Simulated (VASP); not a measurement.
# TaSi2 (P3_112) in VASP: notebook

TaSi2 is run at these levels: PBEsol; tasks: single point.

Program: VASP 6.6.1. These are calculated values, not measurements. Logs are shortened: lines on timing, memory, paths and dates and some standing lists are left out, and cuts for length are marked.

## Step 1: The cell of the first run

Symmetry: P3_112, No. 151, trigonal system. The conventional cell has a = 4.761 Å, b = 4.761 Å, c = 6.556 Å, α = 90.00°, β = 90.00°, γ = 120.00°. Within 3.4 Å of Ta (site symmetry 2) lie 10 Si at 2.60 to 2.84 Å and 4 Ta at 3.08 to 3.39 Å. Within 3.4 Å of Si (site symmetry 2) lie 7 Si at 2.55 to 3.04 Å and 5 Ta at 2.60 to 2.78 Å. Si (site symmetry 2) has 9 Si at 2.55 to 3.27 Å and 5 Ta at 2.61 to 2.84 Å within 3.4 Å.

## Step 2: Single point, PBEsol (mode 4 (106.9 1/cm) frozen in, largest displacement -0.120 Å)

INCAR reads:

```
PREC = Accurate
ENCUT = 520
EDIFF = 1E-7
ISMEAR = 0
SIGMA = 0.15
LREAL = False
LASPH = True
NELM = 60
ALGO = Normal
ISIF = 2
LWAVE = False
LCHARG = False
GGA = PS
NBANDS = 38
```

KPOINTS reads:

```
regular mesh
0
Gamma
  12 12 6
```

POSCAR reads:

```
TaSi2
1.0
    4.7609902391      0.0000000000      0.0000000000
   -2.3804951195      4.1231384942      0.0000000000
    0.0000000000      0.0000000000      6.5561430408
Ta Si
3 6
Direct
    0.4854479785     -0.0291040430      0.0000000000
    0.4854479785      0.5145520215      0.6666666667
    0.0291040430      0.5145520215      0.3333333333
    0.1482632592      0.2965265185      0.0000000000
    0.8296977516      0.1703022484      0.6666666667
    0.7034734815      0.8517367408      0.3333333333
    0.8296977516      0.6593955032      0.0000000000
    0.1482632592      0.8517367408      0.6666666667
    0.3406044968      0.1703022484      0.3333333333
```

Potentials or basis: VASP PAW PBE potentials, release 64 (Ta_pv, Si).

Launch:

```bash
cat potpaw_PBE.64/Ta_pv/POTCAR potpaw_PBE.64/Si/POTCAR > POTCAR
mpirun -np 1 vasp_std > vasp.out
```

OUTCAR:

```text
PREC = Accurate
   ENCUT = 520
   EDIFF = 1E-7
   ISMEAR = 0
   LREAL = False
   LASPH = True
   NELM = 60
   ISIF = 2
   GGA = PS

 ion  position               nearest neighbor table
   1  0.485  0.971  0.000-   6 2.60   8 2.60   9 2.61   5 2.61   7 2.70   7 2.70   4 2.73   4 2.73
                             4 2.78   7 2.84   2 3.08   3 3.08   2 3.39   3 3.39
   2  0.485  0.515  0.667-   4 2.60   6 2.60   7 2.61   9 2.61   5 2.70   5 2.70   8 2.73   8 2.73
                             8 2.78   5 2.84   1 3.08   3 3.08   1 3.39   3 3.39
   3  0.029  0.515  0.333-   4 2.60   8 2.60   7 2.61   5 2.61   9 2.70   9 2.70   6 2.73   6 2.73
                             6 2.78   9 2.84   1 3.08   2 3.08   1 3.39   2 3.39
   4  0.148  0.297  0.000-   5 2.55   9 2.55   3 2.60   2 2.60   7 2.63   1 2.73   1 2.73   1 2.78
                             7 2.81   7 2.81   8 3.04   6 3.04
   5  0.830  0.170  0.667-   4 2.55   6 2.55   1 2.61   3 2.61   8 2.63   2 2.70   2 2.70   8 2.81
                             8 2.81   2 2.84
   6  0.703  0.852  0.333-   7 2.55   5 2.55   1 2.60   2 2.60   9 2.63   3 2.73   3 2.73   3 2.78
                             9 2.81   9 2.81   4 3.04   8 3.04
   7  0.830  0.659  0.000-   8 2.55   6 2.55   3 2.61   2 2.61   4 2.63   1 2.70   1 2.70   4 2.81
                             4 2.81   1 2.84
   8  0.148  0.852  0.667-   7 2.55   9 2.55   1 2.60   3 2.60   5 2.63   2 2.73   2 2.73   2 2.78
                             5 2.81   5 2.81   4 3.04   6 3.04
   9  0.341  0.170  0.333-   4 2.55   8 2.55   1 2.61   2 2.61   6 2.63   3 2.70   3 2.70   6 2.81
                             6 2.81   3 2.84

  LATTYP: Found a hexagonal cell.
 ALAT       =     4.7609902391
 C/A-ratio  =     1.3770545016

  Lattice vectors:

 A1 = (   4.7609902391,   0.0000000000,   0.0000000000)
 A2 = (  -2.3804951195,   4.1231384942,   0.0000000000)
 A3 = (   0.0000000000,   0.0000000000,   6.5561430408)

Analysis of symmetry for initial positions (statically):
=====================================================================
 Subroutine PRICEL returns:
 Original cell was already a primitive cell.

 Routine SETGRP: Setting up the symmetry group for a
 hexagonal supercell.

 Subroutine GETGRP returns: Found  6 space group operations
 (whereof  2 operations were pure point group operations)
 out of a pool of 24 trial point group operations.

The static configuration has the point symmetry C_2 .
 The point group associated with its full space group is D_3 .

Analysis of symmetry for dynamics (positions and initial velocities):
=====================================================================
 Subroutine PRICEL returns:
 Original cell was already a primitive cell.

 Routine SETGRP: Setting up the symmetry group for a
 hexagonal supercell.

 Subroutine GETGRP returns: Found  6 space group operations
 (whereof  2 operations were pure point group operations)
 out of a pool of 24 trial point group operations.

The dynamic configuration has the point symmetry C_2 .
 The point group associated with its full space group is D_3 .

 Subroutine INISYM returns: Found  6 space group operations
 (whereof  2 operations are pure point group operations),
 and found     1 'primitive' translations

----------------------------------------------------------------------------------------

                                     Primitive cell

  volume of cell :     128.6985

  direct lattice vectors                    reciprocal lattice vectors
     4.760990239  0.000000000  0.000000000     0.210040338  0.121266846  0.000000000
    -2.380495119  4.123138494  0.000000000     0.000000000  0.242533692  0.000000000
     0.000000000  0.000000000  6.556143041     0.000000000  0.000000000  0.152528704

  length of vectors
     4.760990239  4.760990239  6.556143041     0.242533692  0.242533692  0.152528704

  position of ions in fractional coordinates (direct lattice)
     0.485447978  0.970895957  0.000000000
     0.485447978  0.514552022  0.666666667
     0.029104043  0.514552022  0.333333333
     0.148263259  0.296526519  0.000000000
     0.829697752  0.170302248  0.666666667
     0.703473481  0.851736741  0.333333333
     0.829697752  0.659395503  0.000000000
     0.148263259  0.851736741  0.666666667
     0.340604497  0.170302248  0.333333333

  ion indices of the primitive-cell ions
   primitive index   ion index
                 1           1
                 2           2
                 3           3
                 4           4
                 5           5
                 6           6
                 7           7
                 8           8
                 9           9

----------------------------------------------------------------------------------------

 KPOINTS: regular mesh

Automatic generation of k-mesh.
 Grid dimensions read from file:
 generate k-points for:   12   12    6

 Generating k-lattice:

  Cartesian coordinates                     Fractional coordinates (reciprocal lattice)
     0.017503362  0.010105570  0.000000000     0.083333333  0.000000000  0.000000000
     0.000000000  0.020211141  0.000000000     0.000000000  0.083333333  0.000000000
     0.000000000  0.000000000  0.025421451     0.000000000  0.000000000  0.166666667

  Length of vectors
     0.020211141  0.020211141  0.025421451

  Shift w.r.t. Gamma in fractional coordinates (k-lattice)
     0.000000000  0.000000000  0.000000000

 Subroutine IBZKPT returns following result:
 ===========================================

 Found    100 irreducible k-points:

 Following reciprocal coordinates:
            Coordinates               Weight
  0.000000  0.000000  0.000000      1.000000
  0.083333  0.000000  0.000000      6.000000
  0.166667 -0.000000  0.000000      6.000000
  0.250000 -0.000000  0.000000      6.000000
  0.333333 -0.000000  0.000000      6.000000
  0.416667  0.000000  0.000000      6.000000
[... 16 lines left out ...]
  0.250000 -0.000000  0.166667     12.000000
  0.333333 -0.000000  0.166667     12.000000
 [... further k-points ...]
   k-points           NKPTS =    100   k-points in BZ     NKDIM =    100   number of bands    NBANDS=     38
   number of dos      NEDOS =    301   number of ions     NIONS =      9
   total plane-waves  NPLWV =  64800
   dimension x,y,z NGX =    36 NGY =   36 NGZ =   50
   dimension x,y,z NGXF=    72 NGYF=   72 NGZF=  100
   ions per type =               3   6
   NGX,Y,Z   is equivalent  to a cutoff of  12.57, 12.57, 12.68 a.u.
   NGXF,Y,Z  is equivalent  to a cutoff of  25.14, 25.14, 25.36 a.u.
 SYSTEM =  unknown system
   PREC   = accura    normal or accurate (medium, high low for compatibility)
   ISTART =      0    job   : 0-new  1-cont  2-samecut
   ICHARG =      2    charge: 1-file 2-atom 10-const
   ISPIN  =      1    spin polarized calculation?
   LNONCOLLINEAR =      F non collinear calculations
   LSORBIT =      F    spin-orbit coupling
   LASPH  =      T    aspherical Exc in radial PAW
   ENCUT  =  520.0 eV  38.22 Ry    6.18 a.u.   8.85  8.85 12.19*2*pi/ulx,y,z
   NELM   =     60;   NELMIN=  2; NELMDL= -5     # of ELM steps
   EDIFF  = 0.1E-06   stopping-criterion for ELM
   LREAL  =      F    real-space projection
   EDIFFG = 0.1E-05   stopping-criterion for IOM
   NSW    =      0    number of steps for IOM
   IBRION =     -1    ionic relax: 0-MD 1-quasi-New 2-CG
   NFREE  =      0    steps in history (QN), initial steepest desc. (CG)
   ISIF   =      2    stress and relaxation
   ISYM   =      2    0-nonsym 1-usesym 2-fastsym
   POTIM  = 0.5000    time-step for ionic-motion
   TEBEG  =    0.0;   TEEND  =   0.0 temperature during run
   PSTRESS=    0.0 pullay stress
   NELECT =      57.0000    total number of electrons
   NUPDOWN=      -1.0000    fix difference up-down
   EMIN   =  10.00;   EMAX   =-10.00  energy-range for DOS
   EFERMI =   0.00;   METHOD = LEGACY
   ISMEAR =     0;   SIGMA  =   0.15  broadening in eV -4-tet -1-fermi 0-gaus
   EFERMI_NEDOS =   21; number of points for ismear=-14 and -15
   IALGO  =     38    algorithm
   IMIX   =      4    mixing-type and parameters
     AMIX     =   0.40;   BMIX     =  1.00
     AMIX_MAG =   1.60;   BMIX_MAG =  1.00
  volume/ion in A,a.u.               =      14.30        96.50
  Fermi-wavevector in a.u.,A,eV,Ry     =   1.247887  2.358164 21.187289  1.557222
  Thomas-Fermi vector in A             =   2.381999
   LORBIT       =      0    0 simple, 1 ext, 2 COOP (PROOUT), +10 PAW based schemes
   GGA     = PS    functional components
   LHFCALC =     F    Hartree Fock is set to
   AEXX    =    0.0000 exact exchange contribution
   IVDW    =     0    specifies the selected vdW correction
   LEPSILON=     F    determine dielectric tensor
   LRPA    =     F    only Hartree local field effects (RPA)
 non-spin polarized calculation
 Gauss-broadening in eV      SIGMA  =   0.15
  energy-cutoff  :      520.00
  volume of cell :      128.70
 maximum number of plane-waves:      3501
   NGX = 17   NGY = 17   NGZ = 25

 number of electron      57.0000000 magnetization

 Free energy of the ion-electron system (eV)
  ---------------------------------------------------
  ext. energy  EPLUGINS =         0.00000000
  ---------------------------------------------------
  free energy    TOTEN  =       -77.16966728 eV

  energy without entropy =      -77.12959544  energy(sigma->0) =      -77.14963136

 E-fermi :   9.4481     XC(G=0): -12.2043

 val. band max:        9.4423984618   @ k =   0.3333  -0.0000   0.5000
 cond. band min:       9.4511738238   @ k =   0.4167   0.0833   0.3333
 fundamental gap:      0.0087753620
 Fermi energy:         9.4480982194

 k-point     1 :       0.0000    0.0000    0.0000
  band No.  band energies     occupation
      1     -24.9101      2.00000
      2     -24.9101      2.00000
      3     -24.8859      2.00000
      4     -24.8117      2.00000
      5     -24.8117      2.00000
      6     -24.7573      2.00000
[... 30 lines left out ...]
     37      13.5285      0.00000
     38      13.6294      0.00000

 k-point     2 :       0.0833    0.0000    0.0000
  band No.  band energies     occupation
      1     -24.9173      2.00000
      2     -24.9113      2.00000
      3     -24.8793      2.00000
      4     -24.8128      2.00000
      5     -24.8113      2.00000
      6     -24.7574      2.00000
[... 894 lines left out ...]
 k-point    24 :       0.3333   -0.0000    0.1667
  band No.  band energies     occupation
      1     -24.9468      2.00000
      2     -24.9251      2.00000
      3     -24.8579      2.00000
      4     -24.8239      2.00000
      5     -24.8006      2.00000
      6     -24.7590      2.00000
[... 30 lines left out ...]
     37      13.4667      0.00000
     38      13.6953      0.00000

 [... further k-points ...]
[... 5 lines left out ...]
  --------------------------------------------------------------------------------------
  -------------------------------------------------------------------------------------
  Total        0.4274059      0.4274059      0.5428168      0.0000000      0.0000000     -0.0000000
  in kB        5.3208058      5.3208058      6.7575646      0.0000000      0.0000000     -0.0000000
  external PRESSURE =       5.7997254 kB  Pullay stress =       0.0000000 kB

 VOLUME and BASIS-vectors are now :
 -----------------------------------------------------------------------------
  energy-cutoff  :      520.00
  volume of cell :      128.70
      direct lattice vectors                 reciprocal lattice vectors
     4.760990239  0.000000000  0.000000000     0.210040338  0.121266846  0.000000000
    -2.380495119  4.123138494  0.000000000     0.000000000  0.242533692  0.000000000
     0.000000000  0.000000000  6.556143041     0.000000000  0.000000000  0.152528704

 POSITION                                       TOTAL-FORCE (eV/Angst)
 -----------------------------------------------------------------------------------
      0.00000      4.00314      0.00000         0.000000      0.929932      0.000000
      1.08632      2.12157      4.37076         0.805345     -0.464966     -0.000000
     -1.08632      2.12157      2.18538        -0.805345     -0.464966      0.000000
     -0.00000      1.22262      0.00000         0.000000      0.156481      0.000000
      3.54478      0.70218      4.37076         0.054949     -0.031725     -0.000000
      1.32168      3.51183      2.18538        -0.135516     -0.078240     -0.000000
      2.38050      2.71878      0.00000         0.000000      0.063449      0.000000
     -1.32168      3.51183      4.37076         0.135516     -0.078240      0.000000
      1.21621      0.70218      2.18538        -0.054949     -0.031725      0.000000
 -----------------------------------------------------------------------------------
    total drift:                               -0.000000     -0.000000      0.000000

  FREE ENERGIE OF THE ION-ELECTRON SYSTEM (eV)
  ---------------------------------------------------
  free  energy   TOTEN  =       -77.1696672815 eV

  energy  without entropy=      -77.1295954395  energy(sigma->0) =      -77.14963136
```

It took 7 min on 1 thread of Intel Xeon 6975P-C (Granite Rapids), shared host; peak memory 0.5 GiB.

What came out:

```yaml
Free_energy: -77.1697 eV
Pressure: 0.6 GPa
Largest_force: 0.930 eV/Å
```

Forces on the atoms (eV/Å):
```
Ta   0.000  0.930  0.000
Ta   0.805 -0.465  0.000
Ta  -0.805 -0.465  0.000
Si   0.000  0.156  0.000
Si   0.055 -0.032  0.000
Si  -0.136 -0.078  0.000
Si   0.000  0.063  0.000
Si   0.136 -0.078  0.000
Si  -0.055 -0.032  0.000
```

Stress tensor (GPa, compression positive):
```
0.53 0.00 0.00
0.00 0.53 0.00
0.00 0.00 0.68
```

Caveat: the cell differs from its parent crystal (mode 4 (106.9 1/cm) frozen in, largest displacement -0.120 Å); the PAW data sets were made with another functional, which shifts forces and pressure a little; spin-orbit coupling is left out, which moves the levels of the heavy elements.

## Step 3: Single point, PBEsol (mode 4 (106.9 1/cm) frozen in, largest displacement +0.090 Å)

Edit INCAR of step 2 so:

```diff
@@ -2,3 +2,3 @@
 ENCUT = 520
-EDIFF = 1E-7
+EDIFF = 1E-6
 ISMEAR = 0
@@ -7,3 +7,3 @@
 LASPH = True
-NELM = 60
+NELM = 80
 ALGO = Normal
```

KPOINTS is that of step 2.

POSCAR reads:

```
TaSi2
1.0
    4.7609902391      0.0000000000      0.0000000000
   -2.3804951195      4.1231384942      0.0000000000
    0.0000000000      0.0000000000      6.5561430408
Ta Si
3 6
Direct
    0.5109140161      0.0218280322      0.0000000000
    0.5109140161      0.4890859839      0.6666666667
   -0.0218280322      0.4890859839      0.3333333333
    0.1675473748      0.3350947496      0.0000000000
    0.8489818671      0.1510181329      0.6666666667
    0.6649052504      0.8324526252      0.3333333333
    0.8489818671      0.6979637342      0.0000000000
    0.1675473748      0.8324526252      0.6666666667
    0.3020362658      0.1510181329      0.3333333333
```

Potentials or basis: VASP PAW PBE potentials, release 64 (Ta_pv, Si).

Launch:

```bash
cat potpaw_PBE.64/Ta_pv/POTCAR potpaw_PBE.64/Si/POTCAR > POTCAR
mpirun -np 1 vasp_std > vasp.out
```

It took 6.6 min on 1 thread of Intel Xeon 6975P-C (Granite Rapids), shared host; peak memory 0.5 GiB.

Results (log left out):

```
Free energy   : -77.2556 eV
Pressure      : 0.5 GPa
Largest force : 0.692 eV/Å
```

Forces in eV/Å, atoms in the order of the input:
```
Ta   0.000 -0.692  0.000
Ta  -0.599  0.346  0.000
Ta   0.599  0.346  0.000
Si   0.000 -0.054  0.000
Si  -0.095  0.055  0.000
Si   0.047  0.027  0.000
Si   0.000 -0.109  0.000
Si  -0.047  0.027  0.000
Si   0.095  0.055  0.000
```

Stress tensor (GPa, compression positive):
```
0.42 0.00 0.00
0.00 0.42 0.00
0.00 0.00 0.55
```

Levels at points of the mesh, in eV from the Fermi level:
```tsv
k point	band 26	band 27	band 28	band 29	band 30	band 31	band 32	band 33
(0.00, 0.00, 0.00)	-2.35	-2.20	-2.20	-1.55	0.72	2.88	2.88	3.11
(0.50, 0.00, 0.00)	-1.20	-0.90	0.00	0.03	0.86	1.22	1.58	1.91
(0.00, 0.00, 0.50)	-1.98	-1.81	-1.81	1.13	1.13	2.63	2.63	3.08
(0.50, 0.00, 0.50)	-1.89	-1.88	-0.83	-0.13	1.55	1.94	2.44	2.50
```

Caveat: the cell differs from its parent crystal (mode 4 (106.9 1/cm) frozen in, largest displacement +0.090 Å); the PAW data sets were made with another functional, which shifts forces and pressure a little; spin-orbit coupling is left out, which moves the levels of the heavy elements.
